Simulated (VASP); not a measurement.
Write the native input for VASP 6.6.1 that does the following.

| Property | Result |
| --- | --- |
| Task | single point |
| Functional | PBEsol |
| Potentials or basis | VASP PAW PBE potentials, release 64 (Ti_sv, H) |
| Cutoff | 520 eV |
| k mesh | 10 × 10 × 1 |
| Occupations | gaussian, width 0.1 eV |
| Spin | no spin polarisation |
| Dipole correction | yes |
| Further INCAR settings | ALGO = Normal; EDIFF = 1e-06; NBANDS = 32 |

The structure of Ti4H lies in POSCAR:

```
Ti4H
1.0
    2.8679135955      0.0000000000      0.0000000000
    0.0000000000      2.8679135955      0.0000000000
    0.0000000000      0.0000000000     25.0837634538
Ti H
4 1
Direct
    0.5000000000      0.5000000000      0.3388646212
    0.0000000000      0.0000000000      0.4197105897
    0.5000000000      0.5000000000      0.5008077360
    0.0000000000      0.0000000000      0.5795233686
    0.5000000000      0.5000000000      0.5818247638
```

One way to write it, as run:

INCAR

```
SYSTEM = Ti4H
  PREC = Accurate
  ENCUT = 520
  EDIFF = 1E-6
  ISMEAR = 0
  SIGMA = 0.1
  LREAL = .FALSE.
  LASPH = .TRUE.
  NELM = 60
  ALGO = Normal
  ISIF = 2
  LWAVE = .FALSE.
  LCHARG = .TRUE.
  LDIPOL = .TRUE.
  IDIPOL = 3
  DIPOL = 0.5 0.5 0.484
  GGA = PS
  LELF = .TRUE.
  LVHAR = .TRUE.
  LVACPOTAV = .TRUE.
  NBANDS = 32
```

KPOINTS

```
regular mesh
0
G
  10 10 1
  0 0 0
```

Potentials or basis: VASP PAW PBE potentials, release 64 (Ti_sv, H).

Run with:

```sh
$ cat potpaw_PBE.64/Ti_sv/POTCAR potpaw_PBE.64/H/POTCAR > POTCAR
$ mpirun -np 1 vasp_std > vasp.out
```

It gave:

```yaml
Largest_force: 0.559 eV/Å
Band_gap_on_the_k_mesh: zero (an odd number of electrons rules out a gap without spin polarisation)
```

Caveat: the PAW data sets were made with another functional, which shifts forces and pressure a little.

It took 3.8 min on 1 thread of Intel(R) Xeon(R) Platinum 8259CL CPU @ 2.50GHz (Skylake/Cascade Lake) (shared host), peak memory 0.37 GiB.
